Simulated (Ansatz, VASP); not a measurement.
Two plane-wave programs on LiCl

```
Li Cl
1.0
    -4.59843    4.59843    3.14464
     4.59843   -4.59843    3.14464
     4.59843    4.59843   -3.14464
Li Cl
6 6
Cartesian
  0.0000 0.0000 3.1446
  0.0000 0.0000 0.0000
  3.3663 1.2322 0.0000
  1.2322 3.3663 3.1446
  1.2322 5.8306 0.0000
  3.3663 -1.2322 3.1446
  4.5984 0.0000 1.5723
  0.0000 4.5984 1.5723
  3.3141 3.3141 -1.5723
  1.2843 1.2843 1.5723
  1.2843 -1.2843 4.7170
  -1.2843 1.2843 4.7170
```

Alike in both runs: functional PBE; k mesh 6 × 6 × 6; occupations gaussian, width 0.02 eV; no spin polarisation.

Ansatz relaxed the structure, and its values are those at the end. VASP's run is a single point on that final structure, the one shown.

```csv
,VASP,Ansatz
version,VASP 6.6.1,Ansatz 0.2.0
potentials or method,"VASP PAW PBE potentials, release 64 (Li_sv, Cl), cutoff 520 eV","scalar-relativistic, plane waves, PAW"
valence electrons in the cell,60,60
```

Ansatz gave:

* gap on the k mesh at the Fermi level (eV): 4.30
* least direct gap on the mesh (eV): 4.30

Question: Estimate VASP's values.

Answer: gap on the k mesh at the Fermi level (eV): 4.31; least direct gap on the mesh (eV): 4.31.

Noted on VASP's run: the cutoff is under 1.25 times that of the potentials, so the pressure is a little rough.
